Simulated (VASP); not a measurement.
Input of a VASP 6.6.1 run:

File POSCAR:

```
ZrS
1.0
    0.0000000000      2.5340905666      2.6124645017
    2.5340905666      0.0000000000      2.6124645017
    2.5340905666      2.5340905666      0.0000000000
Zr S
1 1
Direct
    0.0000000000      0.0000000000      0.0000000000
    0.5000000000      0.5000000000      0.5000000000
```

Contents of INCAR.step1:

```
PREC = Accurate
ENCUT = 520
ISMEAR = 0
SIGMA = 0.15
LREAL = F
LASPH = T
NELM = 100
NBANDS = 16
GGA = PE
ALGO = Normal
EDIFF = 1E-4
LWAVE = T
LCHARG = F
```

File INCAR.step2:

```
PREC = Accurate
ENCUT = 520
EDIFF = 1E-6
ISMEAR = 0
SIGMA = 0.15
LREAL = F
LASPH = T
NELM = 100
ALGO = Normal
ISIF = 2
LWAVE = F
LCHARG = F
METAGGA = R2SCAN
LMIXTAU = T
NBANDS = 16
ISTART = 1
```

KPOINTS

```
regular mesh
0
Gamma
  20 20 20
```

Potentials or basis: VASP PAW PBE potentials, release 64 (Zr_sv, S).

Launch:

```console
$ cat potpaw_PBE.64/Zr_sv/POTCAR potpaw_PBE.64/S/POTCAR > POTCAR
$ cp INCAR.step1 INCAR
$ mpirun -np 1 vasp_std > vasp.out
$ cp INCAR.step2 INCAR
$ mpirun -np 1 vasp_std > vasp.out
```

(1) Predict the pressure.

(2) What does it give for the band gap on the k mesh?

Results:

(1) 10.1 GPa.

(2) zero (bands 9 and 10 overlap by 3.20 eV).

Caveat: the cell differs from its parent crystal (strain -0.030 along x and y, +0.000 along z); the cell stands under pressure; the PAW data sets were made with another functional, which shifts forces and pressure a little.
